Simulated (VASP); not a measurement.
## CdSe: single point with PBE

Crystal: CdSe.

```
CELL_PARAMETERS angstrom
0.00000 3.07027 3.07027
3.07027 0.00000 3.07027
3.07027 3.07027 0.00000
ATOMIC_POSITIONS crystal
Cd 0.00000 0.00000 0.00000
Se 0.25000 0.25000 0.25000
```

| Property | Result |
| --- | --- |
| Program | VASP 6.6.1 |
| Task | single point |
| Functional | PBE |
| Potentials or basis | VASP PAW PBE potentials, release 64 (Cd, Se) |
| Cutoff | 500 eV |
| k mesh | 4 × 4 × 4 |
| Occupations | gaussian, width 0.01 eV |
| Spin | no spin polarisation |

```json
{
 "Pressure": "1.8 GPa",
 "Band gap on the k mesh": "0.53 eV, direct"
}
```

Levels at points of the mesh, in eV from the valence-band top:
```csv
k point,band 6,band 7,band 8,band 9,band 10,band 11,band 12,band 13
"(0.00, 0.00, 0.00)",-7.53,0.00,0.00,0.00,0.53,5.91,5.91,5.91
"(0.50, 0.00, 0.00)",-7.25,-4.24,-0.71,-0.71,2.34,6.42,6.42,7.33
"(0.50, 0.50, 0.00)",-7.19,-3.97,-1.76,-1.76,3.17,3.71,8.98,10.03
```

Wall time 7.6 s on 1 thread of Intel(R) Xeon(R) 6975P-C (Granite Rapids), on a shared host, peak memory 0.17 GiB.

Caveat: the k points lie up to 0.44 Å⁻¹ apart. A hybrid or GW would open this gap; PBE tends to underestimate it.
